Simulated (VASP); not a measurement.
Input of a VASP 6.6.1 run:

The input INCAR:

```
SYSTEM = WSe2
ALGO = Normal
EDIFF = 1E-6
ENCUT = 520
GGA = PS
ISIF = 2
ISMEAR = 0
LASPH = .TRUE.
LCHARG = .TRUE.
LELF = .TRUE.
LREAL = .FALSE.
LVHAR = .TRUE.
LWAVE = .FALSE.
NBANDS = 35
NELM = 100
PREC = Accurate
SIGMA = 0.02
```

Contents of KPOINTS:

```
k-points
0
G
  12 12 2
  0 0 0
```

File POSCAR:

```
WSe2
1.0
    3.2504977378      0.0000000000      0.0000000000
   -1.6252488689      2.8150136158      0.0000000000
    0.0000000000      0.0000000000     12.7066249680
W Se
2 4
Direct
    0.6666666667      0.3333333333      0.7500000000
    0.3333333333      0.6666666667      0.2500000000
    0.3333333333      0.6666666667      0.8820413613
    0.6666666667      0.3333333333      0.3820413613
    0.3333333333      0.6666666667      0.6179586387
    0.6666666667      0.3333333333      0.1179586387
```

Potentials or basis: VASP PAW PBE potentials, release 64 (W_sv, Se).

Run with:

```sh
$ cat potpaw_PBE.64/W_sv/POTCAR potpaw_PBE.64/Se/POTCAR > POTCAR
$ mpirun -np 1 vasp_std > vasp.out
```

What does it give for the band gap on the k mesh?

0.83 eV (least direct gap 1.63 eV).

What does it give for the largest force?

0.063 eV/Å.

Forces in eV/Å, atoms in the order of the input:
```
W    0.000  0.000  0.000
W    0.000  0.000  0.000
Se   0.000  0.000  0.063
Se   0.000  0.000  0.063
Se   0.000  0.000 -0.063
Se   0.000  0.000 -0.063
```

Caveat: the PAW data sets were made with another functional, which shifts forces and pressure a little; spin-orbit coupling is left out, which moves the levels of the heavy elements. A k mesh can miss the band edges.
